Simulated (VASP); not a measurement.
Input of a VASP 6.6.1 run:

Contents of INCAR:

```
SYSTEM = PdAu3
ALGO = Normal
EDIFF = 1E-7
ENCUT = 520
GGA = PS
ISIF = 2
ISMEAR = 1
ISPIN = 2
LASPH = .TRUE.
LCHARG = .FALSE.
LMAXMIX = 4
LORBIT = 11
LREAL = .FALSE.
LWAVE = .FALSE.
MAGMOM = 0 0 0 0
NBANDS = 34
NELM = 150
PREC = Accurate
SIGMA = 0.1
```

File KPOINTS:

```
k-points
0
G
  6 6 6
  0 0 0
```

File POSCAR:

```
PdAu3
1.0
    4.0710830000      0.0000000000      0.0000000000
    0.0000000000      4.0710830000      0.0000000000
    0.0000000000      0.0000000000      4.0710830000
Pd Au
1 3
Direct
    0.0000000000      0.0000000000      0.0000000000
    0.0000000000      0.5000000000      0.5000000000
    0.5000000000      0.0000000000      0.5000000000
    0.5000000000      0.5000000000      0.0000000000
```

Potentials or basis: VASP PAW PBE potentials, release 64 (Pd, Au).

The run is started by

```bash
$ cat potpaw_PBE.64/Pd/POTCAR potpaw_PBE.64/Au/POTCAR > POTCAR
$ mpirun -np 1 vasp_std > vasp.out
```

(1) What does it give for the pressure?

(2) Predict the net moment.

## Answers

(1) -5.7 GPa.

(2) 0.00 μB per cell.

Caveat: the PAW data sets were made with another functional, which shifts forces and pressure a little.
